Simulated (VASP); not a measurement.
# Nb (P6_3/mmc) in VASP: a series of runs, part 2 of 2

VASP 6.6.1.

## 4. Single point, PBE

Contents of INCAR:

```
SYSTEM = Nb
PREC = Accurate ; ENCUT = 520
EDIFF = 1E-6 ; ISMEAR = -1
SIGMA = 0.05 ; LREAL = .False.
LASPH = .True. ; NELM = 60
ALGO = Normal ; ISIF = 2
LWAVE = .False. ; LCHARG = .True.
GGA = PE ; LELF = .True.
LVHAR = .True. ; NBANDS = 20
```

Contents of KPOINTS:

```
Automatic mesh
0
Gamma
  9 9 4
  0 0 0
```

Contents of POSCAR:

```
Nb
1.0
    2.8516447190      0.0000000000      0.0000000000
   -1.4258223595      2.4695967693      0.0000000000
    0.0000000000      0.0000000000      5.2999411751
Nb
2
Direct
    0.3333333333      0.6666666667      0.2500000000
    0.6666666667      0.3333333333      0.7500000000
```

Potentials or basis: VASP PAW PBE potentials, release 64 (Nb_sv).

The run is started by

```
$ cat potpaw_PBE.64/Nb_sv/POTCAR > POTCAR
$ mpirun -np 1 vasp_std > vasp.out
```

OUTCAR:

```text
SYSTEM = Nb
   PREC = Accurate
   ENCUT = 520
   EDIFF = 1E-6
   ISMEAR = -1
   LREAL = .False.
   LASPH = .True.
   NELM = 60
   ISIF = 2
   GGA = PE

 ion  position               nearest neighbor table
   1  0.333  0.667  0.250-
   2  0.667  0.333  0.750-

  LATTYP: Found a hexagonal cell.
 ALAT       =     2.8516447190
 C/A-ratio  =     1.8585559203

  Lattice vectors:

 A1 = (   2.8516447190,   0.0000000000,   0.0000000000)
 A2 = (  -1.4258223595,   2.4695967693,   0.0000000000)
 A3 = (   0.0000000000,   0.0000000000,   5.2999411751)

Analysis of symmetry for initial positions (statically):
=====================================================================
 Subroutine PRICEL returns:
 Original cell was already a primitive cell.

 Routine SETGRP: Setting up the symmetry group for a
 hexagonal supercell.

 Subroutine GETGRP returns: Found 24 space group operations
 (whereof 12 operations were pure point group operations)
 out of a pool of 24 trial point group operations.

The static configuration has the point symmetry D_3d.
 The point group associated with its full space group is D_6h.

Analysis of symmetry for dynamics (positions and initial velocities):
=====================================================================
 Subroutine PRICEL returns:
 Original cell was already a primitive cell.

 Routine SETGRP: Setting up the symmetry group for a
 hexagonal supercell.

 Subroutine GETGRP returns: Found 24 space group operations
 (whereof 12 operations were pure point group operations)
 out of a pool of 24 trial point group operations.

The dynamic configuration has the point symmetry D_3d.
 The point group associated with its full space group is D_6h.

 Subroutine INISYM returns: Found 24 space group operations
 (whereof 12 operations are pure point group operations),
 and found     1 'primitive' translations

----------------------------------------------------------------------------------------

                                     Primitive cell

  volume of cell :      37.3244

  direct lattice vectors                    reciprocal lattice vectors
     2.851644719  0.000000000  0.000000000     0.350674821  0.202462202  0.000000000
    -1.425822359  2.469596769  0.000000000     0.000000000  0.404924404  0.000000000
     0.000000000  0.000000000  5.299941175     0.000000000  0.000000000  0.188681339

  length of vectors
     2.851644719  2.851644719  5.299941175     0.404924404  0.404924404  0.188681339

  position of ions in fractional coordinates (direct lattice)
     0.333333333  0.666666667  0.250000000
     0.666666667  0.333333333  0.750000000

  ion indices of the primitive-cell ions
   primitive index   ion index
                 1           1
                 2           2

----------------------------------------------------------------------------------------

 KPOINTS: Automatic mesh

Automatic generation of k-mesh.
 Grid dimensions read from file:
 generate k-points for:    9    9    4

 Generating k-lattice:

  Cartesian coordinates                     Fractional coordinates (reciprocal lattice)
     0.038963869  0.022495800  0.000000000     0.111111111  0.000000000  0.000000000
     0.000000000  0.044991600  0.000000000     0.000000000  0.111111111  0.000000000
     0.000000000  0.000000000  0.047170335     0.000000000  0.000000000  0.250000000

  Length of vectors
     0.044991600  0.044991600  0.047170335

  Shift w.r.t. Gamma in fractional coordinates (k-lattice)
     0.000000000  0.000000000  0.000000000

 Subroutine IBZKPT returns following result:
 ===========================================

 Found     36 irreducible k-points:

 Following reciprocal coordinates:
            Coordinates               Weight
  0.000000  0.000000  0.000000      1.000000
  0.111111 -0.000000  0.000000      6.000000
  0.222222 -0.000000  0.000000      6.000000
  0.333333 -0.000000  0.000000      6.000000
  0.444444 -0.000000  0.000000      6.000000
  0.111111  0.111111  0.000000      6.000000
[... 16 lines left out ...]
  0.333333  0.222222  0.250000     24.000000
  0.333333  0.333333  0.250000      4.000000
 [... further k-points ...]
   k-points           NKPTS =     36   k-points in BZ     NKDIM =     36   number of bands    NBANDS=     20
   number of dos      NEDOS =    301   number of ions     NIONS =      2
   total plane-waves  NPLWV =  23040
   dimension x,y,z NGX =    24 NGY =   24 NGZ =   40
   dimension x,y,z NGXF=    48 NGYF=   48 NGZF=   80
   ions per type =               2
   NGX,Y,Z   is equivalent  to a cutoff of  13.99, 13.99, 12.55 a.u.
   NGXF,Y,Z  is equivalent  to a cutoff of  27.98, 27.98, 25.09 a.u.
 SYSTEM =  Nb
   PREC   = accura    normal or accurate (medium, high low for compatibility)
   ISTART =      0    job   : 0-new  1-cont  2-samecut
   ICHARG =      2    charge: 1-file 2-atom 10-const
   ISPIN  =      1    spin polarized calculation?
   LNONCOLLINEAR =      F non collinear calculations
   LSORBIT =      F    spin-orbit coupling
   LASPH  =      T    aspherical Exc in radial PAW
   ENCUT  =  520.0 eV  38.22 Ry    6.18 a.u.   5.30  5.30  9.85*2*pi/ulx,y,z
   NELM   =     60;   NELMIN=  2; NELMDL= -5     # of ELM steps
   EDIFF  = 0.1E-05   stopping-criterion for ELM
   LREAL  =      F    real-space projection
   EDIFFG = 0.1E-04   stopping-criterion for IOM
   NSW    =      0    number of steps for IOM
   IBRION =     -1    ionic relax: 0-MD 1-quasi-New 2-CG
   NFREE  =      0    steps in history (QN), initial steepest desc. (CG)
   ISIF   =      2    stress and relaxation
   ISYM   =      2    0-nonsym 1-usesym 2-fastsym
   POTIM  = 0.5000    time-step for ionic-motion
   TEBEG  =    0.0;   TEEND  =   0.0 temperature during run
   PSTRESS=    0.0 pullay stress
   NELECT =      26.0000    total number of electrons
   NUPDOWN=      -1.0000    fix difference up-down
   EMIN   =  10.00;   EMAX   =-10.00  energy-range for DOS
   EFERMI =   0.00;   METHOD = LEGACY
   ISMEAR =    -1;   SIGMA  =   0.05  broadening in eV -4-tet -1-fermi 0-gaus
   EFERMI_NEDOS =   21; number of points for ismear=-14 and -15
   IALGO  =     38    algorithm
   IMIX   =      4    mixing-type and parameters
     AMIX     =   0.40;   BMIX     =  1.00
     AMIX_MAG =   1.60;   BMIX_MAG =  1.00
  volume/ion in A,a.u.               =      18.66       125.94
  Fermi-wavevector in a.u.,A,eV,Ry     =   1.451226  2.742420 28.654651  2.106057
  Thomas-Fermi vector in A             =   2.568748
   LORBIT       =      0    0 simple, 1 ext, 2 COOP (PROOUT), +10 PAW based schemes
   GGA     = PE    functional components
   LHFCALC =     F    Hartree Fock is set to
   AEXX    =    0.0000 exact exchange contribution
   IVDW    =     0    specifies the selected vdW correction
   LEPSILON=     F    determine dielectric tensor
   LRPA    =     F    only Hartree local field effects (RPA)
 non-spin polarized calculation
  energy-cutoff  :      520.00
  volume of cell :       37.32
 maximum number of plane-waves:      1027
 NGX is ok and might be reduce to    24
   NGX = 11   NGY = 11   NGZ = 19

 number of electron      26.0000001 magnetization

 Free energy of the ion-electron system (eV)
  ---------------------------------------------------
  ext. energy  EPLUGINS =         0.00000000
  ---------------------------------------------------
  free energy    TOTEN  =       -19.86303728 eV

  energy without entropy =      -19.83746630  energy(sigma->0) =      -19.85025179

 E-fermi :  11.0456     XC(G=0): -12.2971

 val. band max:       11.0210824122   @ k =   0.4444   0.1111   0.2500
 cond. band min:      11.0562579469   @ k =   0.2222   0.2222   0.0000
 fundamental gap:      0.0351755346
 Fermi energy:        11.0455754624

 k-point     1 :       0.0000    0.0000    0.0000
  band No.  band energies     occupation
      1     -43.7076      2.00000
      2     -43.5937      2.00000
      3     -20.1732      2.00000
      4     -19.2971      2.00000
      5     -18.9996      2.00000
      6     -18.9996      2.00000
[... 12 lines left out ...]
     19      15.3245      0.00000
     20      15.3245      0.00000
[... 507 lines left out ...]
 k-point    24 :       0.3333    0.3333    0.2500
  band No.  band energies     occupation
      1     -43.4076      2.00000
      2     -43.4076      2.00000
      3     -19.9797      2.00000
      4     -19.9585      2.00000
      5     -19.9585      2.00000
      6     -19.8354      2.00000
[... 12 lines left out ...]
     19      19.6879      0.00000
     20      19.6890      0.00000

 [... further k-points ...]

------------------------ aborting loop because EDIFF is reached ----------------------------------------

  FORCE on cell =-STRESS in cart. coord.  units (eV):
  Direction    XX          YY          ZZ          XY          YZ          ZX
  --------------------------------------------------------------------------------------
  -------------------------------------------------------------------------------------
  Total       -0.0570949     -0.0570949     -0.0848177      0.0000000     -0.0000000      0.0000000
  in kB       -2.4508429     -2.4508429     -3.6408630      0.0000000     -0.0000000      0.0000000
  external PRESSURE =      -2.8475162 kB  Pullay stress =       0.0000000 kB

 VOLUME and BASIS-vectors are now :
 -----------------------------------------------------------------------------
  energy-cutoff  :      520.00
  volume of cell :       37.32
      direct lattice vectors                 reciprocal lattice vectors
     2.851644719  0.000000000  0.000000000     0.350674821  0.202462202  0.000000000
    -1.425822359  2.469596769  0.000000000     0.000000000  0.404924404  0.000000000
     0.000000000  0.000000000  5.299941175     0.000000000  0.000000000  0.188681339

 POSITION                                       TOTAL-FORCE (eV/Angst)
 -----------------------------------------------------------------------------------
     -0.00000      1.64640      1.32499        -0.000000      0.000000      0.000000
      1.42582      0.82320      3.97496         0.000000     -0.000000      0.000000
 -----------------------------------------------------------------------------------
    total drift:                                0.000000     -0.000000      0.000000

  FREE ENERGIE OF THE ION-ELECTRON SYSTEM (eV)
  ---------------------------------------------------
  free  energy   TOTEN  =       -19.8630372797 eV

  energy  without entropy=      -19.8374663015  energy(sigma->0) =      -19.85025179
```

stdout:

```text
POSCAR found type information on POSCAR Nb
 POSCAR found :  1 types and       2 ions
 scaLAPACK will be used
 LDA part: xc-table for (Slater+PW92), standard interpolation
 POSCAR, INCAR and KPOINTS ok, starting setup
 FFT: planning ... GRIDC
 FFT: planning ... GRID_SOFT
 FFT: planning ... GRID
 WAVECAR not read
 entering main loop
```

It took 38 s on 1 thread of Intel Xeon 8259CL, shared host; peak memory 0.17 GiB.

Results:

```yaml
Free_energy: -19.8630 eV
Pressure: -0.3 GPa
Band_gap_on_the_k_mesh: zero (bands 13 and 14 overlap by 2.63 eV)
```

Levels at points of the mesh, in eV from the Fermi level:
```csv
k point,band 10,band 11,band 12,band 13,band 14,band 15,band 16,band 17
"(0.00, 0.00, 0.00)",-3.91,-1.12,0.30,0.35,0.35,0.75,0.75,2.69
"(0.00, 0.00, 0.50)",-4.67,-1.33,-1.33,0.41,0.41,0.41,0.41,3.69
```

## 5. Relaxation of cell and atoms, PBE

This run uses another cell than the first one, of 18.34 Å³/atom.

Contents of INCAR:

```
PREC = Accurate ; ENCUT = 600
EDIFF = 1E-7 ; ISMEAR = -1
SIGMA = 0.05 ; LREAL = F
LASPH = T ; NELM = 60
ALGO = Normal ; ISIF = 3
LWAVE = F ; LCHARG = F
GGA = PE ; IBRION = 2
NSW = 80 ; EDIFFG = -0.03
```

Contents of KPOINTS:

```
Automatic mesh
0
Gamma
  9 9 5
```

Contents of POSCAR:

```
Nb
1.0
    2.9600000000      0.0000000000      0.0000000000
   -1.4800000000      2.5634351952      0.0000000000
    0.0000000000      0.0000000000      4.8336800000
Nb
2
Direct
    0.3333333333      0.6666666667      0.2500000000
    0.6666666667      0.3333333333      0.7500000000
```

The run is started by

```
$ cat potpaw_PBE.64/Nb_sv/POTCAR > POTCAR
$ mpirun -np 1 vasp_std > vasp.out
```

Run time: 4 min. Hardware: 1 thread of Intel Xeon 8259CL, shared host; peak memory 0.18 GiB.

It converged, with:

| Item | Value |
| --- | --- |
| Free energy | -19.8580 eV |
| Relaxed volume | 18.65 Å³/atom |
| Relaxed cell | a = 2.851 Å, b = 2.851 Å, c = 5.297 Å, α = 90.00°, β = 90.00°, γ = 120.00° |
| Space group after relaxing (to 0.1 Å) | P6_3/mmc (No. 194) |
| Energy gained by relaxing | 69.9 meV/atom |
| Ionic steps | 8 |
| Pressure after relaxing | -0.1 GPa |
| Band gap on the k mesh | zero (bands 13 and 14 overlap by 1.99 eV) |

The path:
| step | energy change (eV) | largest force (eV/Å) | pressure (GPa) | volume (Å³) |
| --- | --- | --- | --- | --- |
| 1 | 0.0000 | 0.0000 | 2.80 | 36.68 |
| 2 | -0.0547 | 0.0000 | -4.60 | 38.38 |
| 3 | -0.0560 | 0.0000 | -5.69 | 38.68 |
| 4 | -0.0824 | 0.0000 | -5.72 | 38.70 |
| 5 | -0.1104 | 0.0000 | -5.68 | 38.71 |
| 6 | -0.1141 | 0.0000 | -5.60 | 38.71 |
| 7 | -0.1345 | 0.0000 | -2.60 | 37.91 |
| 8 | -0.1397 | 0.0000 | -0.08 | 37.30 |

Final structure:
```yaml
crystal:
  lattice:
    - [2.85139, 0.00000, 0.00000]
    - [-1.42569, 2.46938, 0.00000]
    - [0.00000, 0.00000, 5.29749]
  atoms:
    - { symbol: Nb, position: [0.33333, 0.66667, 0.25000] }
    - { symbol: Nb, position: [0.66667, 0.33333, 0.75000] }
```

Levels at points of the mesh, in eV from the Fermi level:
```tsv
k point	band 9	band 10	band 11	band 12	band 13	band 14	band 15	band 16	band 17
(0.00, 0.00, 0.00)	-6.22	-3.92	-1.13	0.28	0.34	0.34	0.75	0.75	2.68
```

## 6. The runs side by side

| task | cell | k mesh | cutoff (eV) | gap on the mesh (eV) | pressure (GPa) | relaxed volume (Å³/atom) |
| --- | --- | --- | --- | --- | --- | --- |
| relaxation of cell and atoms | relaxed from a = 2.852, b = 2.852, c = 5.304 Å, angles 90.0, 90.0, 120.0°, 2 atoms | 9 × 9 × 4 | 600 | none | 0.0 | 18.63 |
| single point | a = 2.852, b = 2.852, c = 5.304 Å, angles 90.0, 90.0, 120.0°, 2 atoms | 9 × 9 × 5 | 520 | none | -0.3 | - |
| single point | a = 2.852, b = 2.852, c = 5.300 Å, angles 90.0, 90.0, 120.0°, 2 atoms | 9 × 9 × 4 | 520 | none | -0.3 | - |
| relaxation of cell and atoms | relaxed from a = 2.960, b = 2.960, c = 4.834 Å, angles 90.0, 90.0, 120.0°, 2 atoms | 9 × 9 × 5 | 600 | none | -0.1 | 18.65 |

Alike in all rows: level PBE; potentials or basis VASP PAW PBE potentials, release 64 (Nb_sv); no spin polarisation; smearing fermi-dirac 0.05 eV.

Absolute energies hang on the potentials; compare differences alone.
